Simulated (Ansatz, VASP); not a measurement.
## One calculation of BaAl2Os, two programs

```
Ba Al Os
1.0
     2.18089    1.25913    5.98286
    -2.18089    1.25913    5.98286
     0.00000   -2.51827    5.98286
Ba Al Os
1 2 1
Cartesian
  0.0000 0.0000 0.0000
  0.0000 0.0000 3.4642
  0.0000 0.0000 14.4844
  0.0000 0.0000 8.9743
```

Alike in both runs: functional PBE; k mesh 12 × 12 × 12; occupations gaussian, width 0.1 eV; no spin polarisation.

Ansatz relaxed the structure, and its values are those at the end. VASP's run is a single point on that final structure, the one shown.

|  | VASP | Ansatz |
| --- | --- | --- |
| version | VASP 6.6.1 | Ansatz 0.2.0 |
| potentials or method | VASP PAW PBE potentials, release 64 (Ba_sv, Al, Os), cutoff 520 eV | scalar-relativistic, plane waves, PAW |
| valence electrons in the cell | 24 | 32 |

Ansatz gave:

| Property | Result |
| --- | --- |
| gap on the k mesh at the Fermi level (eV) | none |
| pressure (GPa) | 0.0 |

Question: Estimate VASP's values.

Answer: gap on the k mesh at the Fermi level (eV): none; pressure (GPa): 0.2.

A gap of «none» marks a metal or a gap that the smearing closes. VASP's potentials hold 24 valence electrons a cell and Ansatz's 32, so a difference there can come from the potentials and not from the codes.

Neither program's run includes spin-orbit coupling.
